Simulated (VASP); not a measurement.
Here is a VASP 6.6.1 calculation.

INCAR

```
SYSTEM = SiC
ALGO = Normal
EDIFF = 1E-6
ENCUT = 520
GGA = PE
GGA_COMPAT = .FALSE.
ISIF = 2
ISMEAR = -1
LASPH = .TRUE.
LCHARG = .FALSE.
LREAL = .FALSE.
LWAVE = .FALSE.
NBANDS = 16
NELM = 120
NELMDL = -8
PREC = Accurate
SIGMA = 0.05
```

Contents of KPOINTS:

```
k-points
0
G
  5 5 3
  0 0 0
```

POSCAR

```
SiC
1.0
    3.0760000000      0.0000000000      0.0000000000
   -1.5380000000      2.6638940000      0.0000000000
    0.0000000000      0.0000000000      7.0480000000
Si C
2 2
Direct
    0.3333333333      0.6666666667      0.0000000000
    0.6666666667      0.3333333333      0.3581157775
    0.3333333333      0.6666666667      0.2757491487
    0.6666666667      0.3333333333      0.6338649262
```

Potentials or basis: VASP PAW PBE potentials, release 64 (Si, C).

Command:

```console
$ cat potpaw_PBE.64/Si/POTCAR potpaw_PBE.64/C/POTCAR > POTCAR
$ mpirun -np 1 vasp_std > vasp.out
```

(1) Estimate the largest force.

(2) Predict the band gap on the k mesh.

## Answers

(1) 0.969 eV/Å.

(2) zero (band 8 reaches 7.20 eV, above the bottom of band 9 at 4.70 eV).

Caveat: the k points lie up to 0.47 Å⁻¹ apart.
